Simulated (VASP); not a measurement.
# BP (F-43m) in VASP: a series of runs

Aim: see how the results for BP move with the level of theory and the settings. Levels: RPBE, r2SCAN+rVV10, r2SCAN, r2SCAN+D4. Tasks: single point.

All numbers are computed with VASP 6.6.1; they aren't measurements. Logs are shortened: lines on timing, memory, paths and dates and some standing lists are left out, and cuts for length are marked.

### 1 The cell of the first run

Symmetry: F-43m, No. 216, cubic system. The conventional cell has a = 4.575 Å, b = 4.575 Å, c = 4.575 Å, α = 90.00°, β = 90.00°, γ = 90.00°. Within 2.6 Å of B (site symmetry -43m) lie 4 P at 1.98 Å. Within 2.6 Å of P (site symmetry -43m) lie 4 B at 1.98 Å.

### 2 Single point, RPBE

INCAR

```
PREC     = Accurate       # precision mode
ENCUT    = 520            # plane-wave cutoff, eV
EDIFF    = 1E-6           # SCF threshold, eV
ISMEAR   = 1              # smearing method
SIGMA    = 0.02           # smearing width, eV
LREAL    = False          # projectors in reciprocal space
LASPH    = True           # aspherical terms in the spheres
NELM     = 60             # most SCF steps
ALGO     = Normal         # electronic algorithm
ISIF     = 2              # what is computed and relaxed
LWAVE    = False          # write WAVECAR
LCHARG   = False          # write CHGCAR
GGA      = RP             # functional
NBANDS   = 11             # bands
```

KPOINTS

```
regular mesh
0
Gamma
  8 8 8
```

POSCAR

```
BP
1.0
    0.0000000000      2.2875025327      2.2875025327
    2.2875025327      0.0000000000      2.2875025327
    2.2875025327      2.2875025327      0.0000000000
B P
1 1
Direct
    0.0000000000      0.0000000000      0.0000000000
    0.2500000000      0.2500000000      0.2500000000
```

Potentials or basis: VASP PAW PBE potentials, release 64 (B, P).

Started as:

```console
$ cat potpaw_PBE.64/B/POTCAR potpaw_PBE.64/P/POTCAR > POTCAR
$ mpirun -np 1 vasp_std > vasp.out
```

OUTCAR:

```text
PREC = Accurate
   ENCUT = 520
   EDIFF = 1E-6
   ISMEAR = 1
   LREAL = False
   LASPH = True
   NELM = 60
   ISIF = 2
   GGA = RP

 ion  position               nearest neighbor table
   1  0.000  0.000  0.000-   2 1.98   2 1.98   2 1.98   2 1.98
   2  0.250  0.250  0.250-   1 1.98   1 1.98   1 1.98   1 1.98

  LATTYP: Found a face centered cubic cell.
 ALAT       =     4.5750050654

  Lattice vectors:

 A1 = (   0.0000000000,   2.2875025327,   2.2875025327)
 A2 = (   2.2875025327,   0.0000000000,   2.2875025327)
 A3 = (   2.2875025327,   2.2875025327,   0.0000000000)

Analysis of symmetry for initial positions (statically):
=====================================================================
 Subroutine PRICEL returns:
 Original cell was already a primitive cell.

 Routine SETGRP: Setting up the symmetry group for a
 face centered cubic supercell.

 Subroutine GETGRP returns: Found 24 space group operations
 (whereof 24 operations were pure point group operations)
 out of a pool of 48 trial point group operations.

The static configuration has the point symmetry T_d .

Analysis of symmetry for dynamics (positions and initial velocities):
=====================================================================
 Subroutine PRICEL returns:
 Original cell was already a primitive cell.

 Routine SETGRP: Setting up the symmetry group for a
 face centered cubic supercell.

 Subroutine GETGRP returns: Found 24 space group operations
 (whereof 24 operations were pure point group operations)
 out of a pool of 48 trial point group operations.

The dynamic configuration has the point symmetry T_d .

 Subroutine INISYM returns: Found 24 space group operations
 (whereof 24 operations are pure point group operations),
 and found     1 'primitive' translations

----------------------------------------------------------------------------------------

                                     Primitive cell

  volume of cell :      23.9395

  direct lattice vectors                    reciprocal lattice vectors
     0.000000000  2.287502533  2.287502533    -0.218578993  0.218578993  0.218578993
     2.287502533  0.000000000  2.287502533     0.218578993 -0.218578993  0.218578993
     2.287502533  2.287502533  0.000000000     0.218578993  0.218578993 -0.218578993

  length of vectors
     3.235017106  3.235017106  3.235017106     0.378589921  0.378589921  0.378589921

  position of ions in fractional coordinates (direct lattice)
[... 85 lines left out ...]
   ISIF   =      2    stress and relaxation
   ISYM   =      2    0-nonsym 1-usesym 2-fastsym
   POTIM  = 0.5000    time-step for ionic-motion
   TEBEG  =    0.0;   TEEND  =   0.0 temperature during run
   PSTRESS=    0.0 pullay stress
   NELECT =       8.0000    total number of electrons
   NUPDOWN=      -1.0000    fix difference up-down
   EMIN   =  10.00;   EMAX   =-10.00  energy-range for DOS
   EFERMI =   0.00;   METHOD = LEGACY
   ISMEAR =     1;   SIGMA  =   0.02  broadening in eV -4-tet -1-fermi 0-gaus
   EFERMI_NEDOS =   21; number of points for ismear=-14 and -15
   IALGO  =     38    algorithm
   IMIX   =      4    mixing-type and parameters
     AMIX     =   0.40;   BMIX     =  1.00
     AMIX_MAG =   1.60;   BMIX_MAG =  1.00
  volume/ion in A,a.u.               =      11.97        80.78
  Fermi-wavevector in a.u.,A,eV,Ry     =   1.136056  2.146835 17.560009  1.290624
  Thomas-Fermi vector in A             =   2.272761
   LORBIT       =      0    0 simple, 1 ext, 2 COOP (PROOUT), +10 PAW based schemes
   GGA     = RP    functional components
   LHFCALC =     F    Hartree Fock is set to
   AEXX    =    0.0000 exact exchange contribution
   IVDW    =     0    specifies the selected vdW correction
   LEPSILON=     F    determine dielectric tensor
   LRPA    =     F    only Hartree local field effects (RPA)
 non-spin polarized calculation
 Methfessel and Paxton  Order N= 1 SIGMA  =   0.02
  energy-cutoff  :      520.00
  volume of cell :       23.94
 maximum number of plane-waves:       660
   NGX = 13   NGY = 13   NGZ = 13

 number of electron       7.9999999 magnetization

 Free energy of the ion-electron system (eV)
  ---------------------------------------------------
  ext. energy  EPLUGINS =         0.00000000
  ---------------------------------------------------
  free energy    TOTEN  =       -12.27310711 eV

  energy without entropy =      -12.27311390  energy(sigma->0) =      -12.27310937

 E-fermi :   7.2525     XC(G=0): -10.7264

 val. band max:        7.2356732471   @ k =   0.0000   0.0000   0.0000
 cond. band min:       8.5504620276   @ k =   0.3750   0.3750   0.0000
 fundamental gap:      1.3147887805
 Fermi energy:         7.2525107278

 k-point     1 :       0.0000    0.0000    0.0000
  band No.  band energies     occupation
      1      -8.0255      2.00000
      2       7.2357      2.00000
      3       7.2357      2.00000
      4       7.2357      2.00000
      5      10.5947      0.00000
      6      10.5947      0.00000
      7      10.5947      0.00000
      8      14.2828      0.00000
      9      18.7432      0.00000
     10      19.2078      0.00000
     11      19.2078      0.00000
[... 309 lines left out ...]
 k-point    24 :      -0.3750    0.2500    0.1250
  band No.  band energies     occupation
      1      -4.1492      2.00000
      2      -1.0756      2.00000
      3       2.7794      2.00000
      4       4.1898      2.00000
      5      11.4443      0.00000
      6      12.3535      0.00000
      7      15.4026      0.00000
      8      16.9158      0.00000
      9      17.6062      0.00000
     10      21.4878      0.00000
     11      23.9777      0.00000

 [... further k-points ...]

------------------------ aborting loop because EDIFF is reached ----------------------------------------

  FORCE on cell =-STRESS in cart. coord.  units (eV):
  Direction    XX          YY          ZZ          XY          YZ          ZX
  --------------------------------------------------------------------------------------
  -------------------------------------------------------------------------------------
  Total       -0.0623960     -0.0623960     -0.0623960     -0.0000000      0.0000000      0.0000000
  in kB       -4.1759243     -4.1759243     -4.1759243     -0.0000000      0.0000000      0.0000000
  external PRESSURE =      -4.1759243 kB  Pullay stress =       0.0000000 kB

 VOLUME and BASIS-vectors are now :
 -----------------------------------------------------------------------------
  energy-cutoff  :      520.00
  volume of cell :       23.94
      direct lattice vectors                 reciprocal lattice vectors
     0.000000000  2.287502533  2.287502533    -0.218578993  0.218578993  0.218578993
     2.287502533  0.000000000  2.287502533     0.218578993 -0.218578993  0.218578993
     2.287502533  2.287502533  0.000000000     0.218578993  0.218578993 -0.218578993

 POSITION                                       TOTAL-FORCE (eV/Angst)
 -----------------------------------------------------------------------------------
      0.00000      0.00000      0.00000         0.000000      0.000000      0.000000
      1.14375      1.14375      1.14375        -0.000000     -0.000000     -0.000000
 -----------------------------------------------------------------------------------
    total drift:                                0.000000      0.000000      0.000000

  FREE ENERGIE OF THE ION-ELECTRON SYSTEM (eV)
  ---------------------------------------------------
  free  energy   TOTEN  =       -12.2731071093 eV

  energy  without entropy=      -12.2731139037  energy(sigma->0) =      -12.27310937
```

Wall time 5.3 s (1 thread of Intel Xeon Platinum 8488C (Sapphire Rapids), shared host); peak memory 0.13 GiB.

What came out:

```yaml
Free_energy: -12.2731 eV
Pressure: -0.4 GPa
Band_gap_on_the_k_mesh: 1.31 eV, indirect (least direct gap 3.36 eV)
```

Levels at points of the mesh, in eV from the valence-band top:
```
           k point  band 1  band 2  band 3  band 4  band 5  band 6  band 7  band 8
(0.00, 0.00, 0.00)  -15.26    0.00    0.00    0.00    3.36    3.36    3.36    7.05
(0.50, 0.00, 0.00)  -12.03   -8.87   -1.73   -1.73    3.65    4.69    4.69   10.14
(0.50, 0.50, 0.00)  -10.52   -8.49   -4.03   -4.03    1.38    1.73   11.94   11.94
```

Caveat: the PAW data sets were made with another functional, which shifts forces and pressure a little. A k mesh can miss the band edges.

### 3 Single point, r2SCAN+rVV10

This run uses another cell than the first one, of 11.63 Å³/atom, 0.971 times its volume.

POSCAR

```
BP
1.0
    0.0000000000      2.2654611275      2.2654611275
    2.2654611275      0.0000000000      2.2654611275
    2.2654611275      2.2654611275      0.0000000000
B P
1 1
Direct
    0.0000000000      0.0000000000      0.0000000000
    0.2500000000      0.2500000000      0.2500000000
```

INCAR.step1

```
  PREC = Accurate
  ENCUT = 520
  ISMEAR = 1
  SIGMA = 0.02
  LREAL = F
  LASPH = T
  NELM = 100
  NBANDS = 11
  GGA = PE
  ALGO = Normal
  EDIFF = 1E-4
  LWAVE = T
  LCHARG = F
```

INCAR.step2

```
  PREC = Accurate
  ENCUT = 520
  EDIFF = 1E-6
  ISMEAR = 1
  SIGMA = 0.02
  LREAL = F
  LASPH = T
  NELM = 100
  ALGO = Normal
  ISIF = 2
  LWAVE = F
  LCHARG = F
  METAGGA = R2SCAN
  LMIXTAU = T
  LUSE_VDW = T
  IVDW_NL = 2
  BPARAM = 11.95
  CPARAM = 0.0093
  NBANDS = 11
  ISTART = 1
```

KPOINTS is that of step 2.

Potentials or basis: VASP PAW PBE potentials, release 64 (B, P).

Started as:

```console
$ cat potpaw_PBE.64/B/POTCAR potpaw_PBE.64/P/POTCAR > POTCAR
$ cp INCAR.step1 INCAR
$ mpirun -np 1 vasp_std > vasp.out
$ cp INCAR.step2 INCAR
$ mpirun -np 1 vasp_std > vasp.out
```

OUTCAR:

```text
PREC = Accurate
   ENCUT = 520
   EDIFF = 1E-6
   ISMEAR = 1
   LREAL = F
   LASPH = T
   NELM = 100
   ISIF = 2
   METAGGA = R2SCAN
   IVDW_NL = 2
   BPARAM = 11.95
   ISTART = 1

 ion  position               nearest neighbor table
   1  0.000  0.000  0.000-   2 1.96   2 1.96   2 1.96   2 1.96
   2  0.250  0.250  0.250-   1 1.96   1 1.96   1 1.96   1 1.96

  LATTYP: Found a face centered cubic cell.
 ALAT       =     4.5309222550

  Lattice vectors:

 A1 = (   0.0000000000,   2.2654611275,   2.2654611275)
 A2 = (   2.2654611275,   0.0000000000,   2.2654611275)
 A3 = (   2.2654611275,   2.2654611275,   0.0000000000)

Analysis of symmetry for initial positions (statically):
[... 5 lines left out ...]
 face centered cubic supercell.

 Subroutine GETGRP returns: Found 24 space group operations
 (whereof 24 operations were pure point group operations)
 out of a pool of 48 trial point group operations.

The static configuration has the point symmetry T_d .

Analysis of symmetry for dynamics (positions and initial velocities):
[... 5 lines left out ...]
 face centered cubic supercell.

 Subroutine GETGRP returns: Found 24 space group operations
 (whereof 24 operations were pure point group operations)
 out of a pool of 48 trial point group operations.

The dynamic configuration has the point symmetry T_d .

 Subroutine INISYM returns: Found 24 space group operations
 (whereof 24 operations are pure point group operations),
 and found     1 'primitive' translations

----------------------------------------------------------------------------------------

                                     Primitive cell

  volume of cell :      23.2541

  direct lattice vectors                    reciprocal lattice vectors
     0.000000000  2.265461128  2.265461128    -0.220705619  0.220705619  0.220705619
[... 103 lines left out ...]
   IALGO  =     38    algorithm
   IMIX   =      4    mixing-type and parameters
     AMIX     =   0.40;   BMIX     =  1.00
     AMIX_MAG =   1.60;   BMIX_MAG =  1.00
  volume/ion in A,a.u.               =      11.63        78.46
  Fermi-wavevector in a.u.,A,eV,Ry     =   1.147110  2.167723 17.903365  1.315860
  Thomas-Fermi vector in A             =   2.283791
   LORBIT       =      0    0 simple, 1 ext, 2 COOP (PROOUT), +10 PAW based schemes
   METAGGA = R2SCAN    functional components
   LHFCALC =     F    Hartree Fock is set to
   AEXX    =    0.0000 exact exchange contribution
   IVDW_NL    =     2    kernel type
   BPARAM     =11.9500
   IVDW    =     0    specifies the selected vdW correction
   LEPSILON=     F    determine dielectric tensor
   LRPA    =     F    only Hartree local field effects (RPA)
 non-spin polarized calculation
 Methfessel and Paxton  Order N= 1 SIGMA  =   0.02
  energy-cutoff  :      520.00
  volume of cell :       23.25
 maximum number of plane-waves:       638
   NGX = 11   NGY = 11   NGZ = 11

 number of electron       8.0000000 magnetization

 Free energy of the ion-electron system (eV)
  ---------------------------------------------------
  ext. energy  EPLUGINS =         0.00000000
  ---------------------------------------------------
  free energy    TOTEN  =       -17.22434843 eV

  energy without entropy =      -17.22435522  energy(sigma->0) =      -17.22435069

 E-fermi :   7.4658     XC(G=0): -11.5533

 val. band max:        7.4489557571   @ k =   0.0000   0.0000   0.0000
 cond. band min:       8.8910417117   @ k =   0.3750   0.3750   0.0000
 fundamental gap:      1.4420859546
 Fermi energy:         7.4657929540

 k-point     1 :       0.0000    0.0000    0.0000
  band No.  band energies     occupation
      1      -8.8661      2.00000
      2       7.4490      2.00002
      3       7.4490      1.99999
      4       7.4490      1.99999
      5      11.0896      0.00000
      6      11.0896      0.00000
      7      11.0896      0.00000
      8      15.5261      0.00000
      9      19.8101      0.00000
     10      20.1023      0.00000
     11      20.1023      0.00000
[... 309 lines left out ...]
 k-point    24 :      -0.3750    0.2500    0.1250
  band No.  band energies     occupation
      1      -4.6419      2.00000
      2      -1.5038      2.00000
      3       2.6619      2.00000
      4       4.1477      2.00000
      5      11.9848      0.00000
      6      13.0072      0.00000
      7      16.3705      0.00000
      8      17.9737      0.00000
      9      18.5320      0.00000
     10      22.7724      0.00000
     11      25.2417      0.00000

 [... further k-points ...]
[... 5 lines left out ...]
  --------------------------------------------------------------------------------------
  -------------------------------------------------------------------------------------
  Total       -0.0650929     -0.0650929     -0.0650929      0.0000000      0.0000000     -0.0000000
  in kB       -4.4848101     -4.4848101     -4.4848101      0.0000000      0.0000000     -0.0000000
  external PRESSURE =      -4.4848101 kB  Pullay stress =       0.0000000 kB

 VOLUME and BASIS-vectors are now :
 -----------------------------------------------------------------------------
  energy-cutoff  :      520.00
  volume of cell :       23.25
      direct lattice vectors                 reciprocal lattice vectors
     0.000000000  2.265461128  2.265461128    -0.220705619  0.220705619  0.220705619
     2.265461128  0.000000000  2.265461128     0.220705619 -0.220705619  0.220705619
     2.265461128  2.265461128  0.000000000     0.220705619  0.220705619 -0.220705619

 POSITION                                       TOTAL-FORCE (eV/Angst)
 -----------------------------------------------------------------------------------
      0.00000      0.00000      0.00000        -0.000000     -0.000000     -0.000000
      1.13273      1.13273      1.13273         0.000000      0.000000      0.000000
 -----------------------------------------------------------------------------------
    total drift:                                0.000000      0.000000      0.000000

  FREE ENERGIE OF THE ION-ELECTRON SYSTEM (eV)
  ---------------------------------------------------
  free  energy   TOTEN  =       -17.2243484295 eV

  energy  without entropy=      -17.2243552239  energy(sigma->0) =      -17.22435069
```

OUTCAR.step1:

```text
PREC = Accurate
   ENCUT = 520
   ISMEAR = 1
   LREAL = F
   LASPH = T
[... 556 lines left out ...]
 -----------------------------------------------------------------------------------
      0.00000      0.00000      0.00000         0.000000      0.000000      0.000000
      1.13273      1.13273      1.13273        -0.000000      0.000000     -0.000000
 -----------------------------------------------------------------------------------
    total drift:                                0.000000      0.000000      0.000000

  FREE ENERGIE OF THE ION-ELECTRON SYSTEM (eV)
  ---------------------------------------------------
  free  energy   TOTEN  =       -12.9276693875 eV

  energy  without entropy=      -12.9276761819  energy(sigma->0) =      -12.92767165
```

OSZICAR.step1:

```text
N       E                     dE             d eps       ncg     rms          rms(c)
DAV:   1     0.106171457842E+02    0.10617E+02   -0.40751E+03   638   0.666E+02
DAV:   2    -0.129340613311E+02   -0.23551E+02   -0.22222E+02   834   0.112E+02
DAV:   3    -0.136429097682E+02   -0.70885E+00   -0.70672E+00   807   0.170E+01
DAV:   4    -0.136459609193E+02   -0.30512E-02   -0.30439E-02   724   0.128E+00
DAV:   5    -0.136459701569E+02   -0.92376E-05   -0.16032E-04   806   0.914E-02    0.726E+00
DAV:   6    -0.130274611098E+02    0.61851E+00   -0.14042E+00   725   0.514E+00    0.391E+00
DAV:   7    -0.129350295121E+02    0.92432E-01   -0.23756E-01   791   0.243E+00    0.134E+00
DAV:   8    -0.129271405054E+02    0.78890E-02   -0.26844E-02   748   0.936E-01    0.196E-01
DAV:   9    -0.129274622765E+02   -0.32177E-03   -0.71138E-04   727   0.180E-01    0.126E-01
DAV:  10    -0.129276588233E+02   -0.19655E-03   -0.24735E-04   714   0.988E-02    0.283E-02
DAV:  11    -0.129276693875E+02   -0.10564E-04   -0.11076E-05   382   0.223E-02
   1 F= -.12927669E+02 E0= -.12927672E+02  d E =0.679442E-05
```

Wall time 41 s (1 thread of Intel Xeon Platinum 8488C (Sapphire Rapids), shared host); peak memory 0.2 GiB.

What came out:

| Item | Value |
| --- | --- |
| Free energy | -17.2243 eV |
| Pressure | -0.4 GPa |
| Band gap on the k mesh | 1.44 eV, indirect (least direct gap 3.64 eV) |

Levels at points of the mesh, in eV from the valence-band top:
| k point | band 2 | band 3 | band 4 | band 5 | band 6 | band 7 |
| --- | --- | --- | --- | --- | --- | --- |
| (0.00, 0.00, 0.00) | 0.00 | 0.00 | 0.00 | 3.64 | 3.64 | 3.64 |
| (0.50, 0.00, 0.00) | -9.55 | -1.87 | -1.87 | 4.15 | 5.02 | 5.02 |
| (0.50, 0.50, 0.00) | -9.16 | -4.37 | -4.37 | 1.50 | 1.87 | 13.11 |

Caveat: the PAW data sets were made with another functional, which shifts forces and pressure a little. A k mesh can miss the band edges.

[end of part 1 of 2]
